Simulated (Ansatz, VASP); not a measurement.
One calculation of MnO2, two programs

```
Mn O
1.0
     2.89417    0.00000    0.00000
    -1.44708    2.50642    0.00000
     0.00000    0.00000    4.66193
Mn O
1 2
Direct
  0.00000 0.00000 0.50000
  0.33333 0.66667 0.70629
  0.66667 0.33333 0.29371
```

Change from the starting cell: volume scaled by 1.04.

Alike in both runs: task single point; functional LDA; k mesh 11 × 11 × 6; occupations fermi-dirac, width 0.05 eV; collinear spin.

|  | VASP | Ansatz |
| --- | --- | --- |
| version | VASP 6.6.1 | Ansatz 0.2.0 |
| potentials or method | VASP PAW LDA potentials, release 64 (Mn_pv, O), cutoff 520 eV | all-electron LAPW, scalar-relativistic |

Ansatz gave:

```
gap on the k mesh at the Fermi level (eV)                     : 0.59
least direct gap on the mesh (eV)                             : 0.64
pressure (GPa)                                                : -15.2
traceless stress, the component that is largest in VASP (GPa) : 4.40
rms of the force components (eV/Å)                            : 0.492
net moment per atom (μB)                                      : 1.00
size of the moment on the site where the two differ most (μB) : 2.75
```

Question: Which values does VASP return?

Answer: gap on the k mesh at the Fermi level (eV): 0.45; least direct gap on the mesh (eV): 0.50; pressure (GPa): -14.6; traceless stress, the component that is largest in VASP (GPa): 4.14; rms of the force components (eV/Å): 0.461; net moment per atom (μB): 1.00; size of the moment on the site where the two differ most (μB): 2.82.

LDA's correlation is that of Perdew and Zunger in VASP and of Perdew and Wang (1992) in Ansatz. Site moments also hang on the region over which each program counts them. Atom by atom the forces differ by 0.031 eV/Å (rms over components). Ansatz ran all-electron here, and VASP with PAW potentials.
